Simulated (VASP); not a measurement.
Input of a VASP 6.6.1 run:

INCAR

```
SYSTEM = Ir
PREC     = Accurate       ! precision mode
ENCUT    = 520            ! plane-wave cutoff, eV
EDIFF    = 1E-7           ! SCF threshold, eV
ISMEAR   = 0              ! smearing method
SIGMA    = 0.15           ! smearing width, eV
LREAL    = .False.        ! projectors in reciprocal space
LASPH    = .True.         ! aspherical terms in the spheres
NELM     = 100            ! most SCF steps
ALGO     = Normal         ! electronic algorithm
ISIF     = 2              ! what is computed and relaxed
LWAVE    = .False.        ! write WAVECAR
LCHARG   = .False.        ! write CHGCAR
NBANDS   = 16             ! bands
```

KPOINTS

```
regular mesh
0
Gamma
  18 18 10
  0 0 0
```

Contents of POSCAR:

```
Ir
1.0
    2.7684000000      0.0000000000      0.0000000000
   -1.3842000000      2.3975047278      0.0000000000
    0.0000000000      0.0000000000      4.1669000000
Ir
2
Direct
    0.6666666667      0.3333333333      0.7500000000
    0.3333333333      0.6666666667      0.2500000000
```

Potentials or basis: VASP PAW LDA potentials, release 64 (Ir).

Command:

```bash
$ cat potpaw_LDA.64/Ir/POTCAR > POTCAR
$ mpirun -np 1 vasp_std > vasp.out
```

**Question.** What does it give for the pressure?

**Answer.** 8.0 GPa.

**Question.** Estimate the band gap on the k mesh.

**Answer.** Zero (bands 9 and 10 overlap by 3.25 eV).

Stress tensor (GPa, compression positive):
```
-1.57  0.00  0.00
 0.00 -1.57  0.00
 0.00  0.00 27.13
```

Caveat: the stress differs along the axes, from -2 to 27 GPa; spin-orbit coupling is left out, which moves the levels of the heavy elements.
